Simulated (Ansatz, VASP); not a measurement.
Two plane-wave programs on Au

```
CELL_PARAMETERS angstrom
-1.68978 1.68978 1.68978
1.68978 -1.68978 1.68978
1.68978 1.68978 -1.68978
ATOMIC_POSITIONS crystal
Au 0.00000 0.00000 0.00000
```

Alike in both runs: task single point; functional RPBE; k mesh 15 × 15 × 15; occupations fermi-dirac, width 0.1 eV; no spin polarisation.

```csv
,VASP,Ansatz
version,VASP 6.6.1,Ansatz 0.2.0
potentials or method,"VASP PAW PBE potentials, release 64 (Au), cutoff 520 eV","plane waves (420 eV) with PAW, scalar-relativistic"
valence electrons in the cell,11,19
```

Ansatz gave:

| Property | Result |
| --- | --- |
| pressure (GPa) | -3.9 |

Problem. Which values does VASP return?

Solution. Pressure (GPa): -4.0.

VASP's potentials were made for PBE, not for RPBE. VASP's potentials hold 11 valence electrons a cell and Ansatz's 19, so a difference there can come from the potentials and not from the codes.

Neither program's run includes spin-orbit coupling.
